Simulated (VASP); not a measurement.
A run of VASP 6.6.1 is set up as follows.

The input INCAR:

```
SYSTEM = HfMo
ALGO = Normal
EDIFF = 1E-6
EDIFFG = -0.01
ENCUT = 600
GGA = PE
IBRION = 2
ISIF = 3
ISMEAR = -1
LASPH = .True.
LCHARG = .False.
LREAL = .False.
LWAVE = .False.
NELM = 60
NSW = 60
PREC = Accurate
PSTRESS = 300.0
SIGMA = 0.05
```

Contents of KPOINTS:

```
k-points
0
Gamma
  10 10 6
  0 0 0
```

Contents of POSCAR:

```
HfMo
1.0
    1.6712035000     -2.4724670000      0.0000000000
    1.6712035000      2.4724670000      0.0000000000
    0.0000000000      0.0000000000      4.4470110000
Hf Mo
1 1
Direct
    0.0000000000      0.0000000000      0.0000000000
    0.5000000000      0.5000000000      0.5000000000
```

Potentials or basis: VASP PAW PBE potentials, release 64 (Hf_pv, Mo_sv).

Command:

```sh
$ cat potpaw_PBE.64/Hf_pv/POTCAR potpaw_PBE.64/Mo_sv/POTCAR > POTCAR
$ mpirun -np 1 vasp_std > vasp.out
```

(1) What does it give for the relaxed cell?

(2) What does it give for the band gap on the k mesh?

Results:

(1) a = 2.822 Å, b = 2.822 Å, c = 4.290 Å, α = 90.00°, β = 90.00°, γ = 111.42°.

(2) zero (bands 12 and 13 overlap by 3.46 eV).

Caveat: the cell is relaxed towards a set pressure, so the run minimises the enthalpy, not the energy; spin-orbit coupling is left out, which moves the levels of the heavy elements.
